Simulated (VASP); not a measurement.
Write the native input for VASP 6.6.1 that does the following.

```yaml
Task: single point
Functional: PBE
Potentials_or_basis: VASP PAW PBE potentials, release 64 (Pb_d, O)
Cutoff: 600 eV
k_mesh: 29 × 29 × 29
Occupations: fermi-dirac, width 0.0612256 eV
Spin: no spin polarisation
Dipole_correction: no
Further_INCAR_settings: ALGO = Normal; EDIFF = 1e-06; NBANDS = 24
```

The structure of Pb2O (antifluorite type) lies in POSCAR:

```
Pb2O
1.0
    0.0000000000      3.2978458069      3.2978458069
    3.2978458069      0.0000000000      3.2978458069
    3.2978458069      3.2978458069      0.0000000000
Pb O
2 1
Direct
    0.2500000000      0.2500000000      0.2500000000
    0.7500000000      0.7500000000      0.7500000000
    0.0000000000      0.0000000000      0.0000000000
```

The input as run:

INCAR

```
SYSTEM = Pb2O
ALGO = Normal
EDIFF = 1E-6
ENCUT = 600
GGA = PE
GGA_COMPAT = .False.
ISIF = 2
ISMEAR = -1
KPAR = 4
LASPH = .True.
LCHARG = .False.
LREAL = .False.
LWAVE = .False.
NBANDS = 24
NELM = 120
PREC = Accurate
SIGMA = 0.06122561905347299
```

KPOINTS

```
k-points
0
Gamma
  29 29 29
  0 0 0
```

Potentials or basis: VASP PAW PBE potentials, release 64 (Pb_d, O).

Command:

```console
$ cat potpaw_PBE.64/Pb_d/POTCAR potpaw_PBE.64/O/POTCAR > POTCAR
$ mpirun -np 4 vasp_std > vasp.out
```

Results of the run:

```
Pressure               : -1.2 GPa
Band gap on the k mesh : zero (bands 17 and 18 overlap by 1.38 eV)
```

Caveat: spin-orbit coupling is left out, which moves the levels of the heavy elements.

Run time: 7.4 min on 4 MPI ranks on Intel(R) Xeon(R) Platinum 8375C CPU @ 2.90GHz (Ice Lake) (shared host), peak memory 1.2 GiB a rank.
